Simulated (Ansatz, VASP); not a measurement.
Al: VASP beside Ansatz

Contents of INCAR:

```
SYSTEM = Al
ALGO = Normal
EDIFF = 1E-6
ENCUT = 500
GGA = PS
GGA_COMPAT = .FALSE.
ISIF = 2
ISMEAR = 0
LASPH = .TRUE.
LCHARG = .FALSE.
LREAL = .FALSE.
LWAVE = .FALSE.
NBANDS = 10
NELM = 120
PREC = Accurate
SIGMA = 0.15
```

Contents of KPOINTS:

```
k-points
0
G
  18 18 20
  0 0 0
```

Contents of POSCAR:

```
Al
1.0
    0.0000000000     -2.0239800000     -2.0239800000
   -2.0239800000      0.0000000000     -2.0239800000
    2.0239800000      2.0239800000     -4.0479600000
Al
2
Direct
    0.5080149694      0.5080149694      0.4759316169
   -0.0080149694     -0.0080149694      0.0240683831
```

Input for Ansatz:

```yaml
crystal:
  lattice:
    - [0.0, -2.02398, -2.02398]
    - [-2.02398, 0.0, -2.02398]
    - [2.02398, 2.02398, -4.04796]
  atoms:
    - { symbol: Al, position: [0.5080149694, 0.5080149694, 0.4759316169] }
    - { symbol: Al, position: [-0.0080149694, -0.0080149694, 0.0240683831] }
basis:
  ecutwfc: 420
kpoints:
  mp_grid: { grid: [18, 18, 20] }
hamiltonian:
  xc: pbesol
scf:
  occupations: { method: gaussian, width: 0.15 }
output:
  forces: true
  stress: true
  eigenvalues: true
```

Change from the starting cell: mode 6 (312.2 1/cm) frozen in, largest displacement +0.113 Å.

Alike in both runs: task single point; functional PBEsol; k mesh 18 × 18 × 20; occupations gaussian, width 0.15 eV; no spin polarisation.

```csv
,VASP,Ansatz
version,VASP 6.6.1,Ansatz 0.2.0
potentials or method,"VASP PAW PBE potentials, release 64 (Al), cutoff 500 eV","scalar-relativistic, plane waves, PAW"
valence electrons in the cell,6,6
```

|  | VASP | Ansatz | Ansatz less VASP |
| --- | --- | --- | --- |
| gap on the k mesh at the Fermi level (eV) | none | none | - |
| pressure (GPa) | 0.1 | 0.1 | -0.06 |
| traceless stress, the component that is largest in VASP (GPa) | 0.41 | 0.40 | -0.006 |
| rms of the force components (eV/Å) | 0.660 | 0.656 | -0.0039 |

VASP's potentials were made for PBE, not for PBEsol. Atom by atom the forces differ by 0.004 eV/Å (rms over components). A gap of «none» marks a metal or a gap that the smearing closes.
